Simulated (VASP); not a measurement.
A run of VASP 6.6.1 is set up as follows.

INCAR

```
ALGO = Normal
EDIFF = 1E-6
ENCUT = 520
GGA = PE
ISIF = 2
ISMEAR = -1
IVDW = 12
LASPH = True
LCHARG = False
LREAL = Auto
LWAVE = False
NBANDS = 80
NELECT = 134.0
NELM = 80
PREC = Accurate
SIGMA = 0.05
```

The input KPOINTS:

```
k-points
0
Gamma
  2 2 2
```

File POSCAR:

```
Ag7Br8
1.0
    0.0000000000      5.7674030000      5.7674030000
    5.7674030000      0.0000000000      5.7674030000
    5.7674030000      5.7674030000      0.0000000000
Ag Br
7 8
Direct
    0.3088131695      0.1552605219      0.2090108841
    0.3030566791      0.3983161919      0.8282670727
    0.2696620992      0.7611137977      0.2230033171
    0.0765249108      0.8297408730      0.8470623607
    0.7698438968      0.2569267311      0.7215205873
    0.6949141581      0.9277399204      0.1527810697
    0.7705981358      0.5929791970      0.7604202446
    0.0091202227      0.0499184815      0.0179977019
    0.0249245631      0.0316693666      0.4853224233
   -0.1018222586      0.5363679285      0.0747043340
    0.0785188758      0.4020440396      0.4812998155
    0.5422891378     -0.0475777399     -0.0953982234
    0.5724066794     -0.1742552064      0.5558134224
    0.4276361475      0.5143649577      0.0047768467
    0.5232944533      0.4551702040      0.4862240423
```

Potentials or basis: VASP PAW PBE potentials, release 64 (Ag, Br).

Launch:

```console
$ cat potpaw_PBE.64/Ag/POTCAR potpaw_PBE.64/Br/POTCAR > POTCAR
$ mpirun -np 1 vasp_std > vasp.out
```

**Question.** Estimate the dispersion energy per atom.

**Answer.** -0.329 eV.

**Question.** What does it give for the largest force?

**Answer.** 3.484 eV/Å.

Forces on the atoms (eV/Å):
```
Ag   0.324 -0.027  0.353
Ag   0.884 -0.321 -0.887
Ag   0.281  0.470 -0.342
Ag  -0.957 -0.111 -0.168
Ag   0.398 -0.069 -0.117
Ag  -0.136  0.461 -0.114
Ag  -0.377  2.682  0.363
Br   0.891  0.090  0.273
Br  -1.149  0.092 -1.367
Br  -1.051  0.137  0.465
Br   0.804  0.287  0.740
Br   0.925 -0.019  0.304
Br  -0.002 -3.356  0.939
Br  -0.065  0.540 -0.901
Br  -0.770 -0.857  0.460
```

Caveat: the k points lie up to 0.47 Å⁻¹ apart; the cell carries a net charge on a neutralising background, which shifts energy and pressure; the atoms stand as in a frame of molecular dynamics.
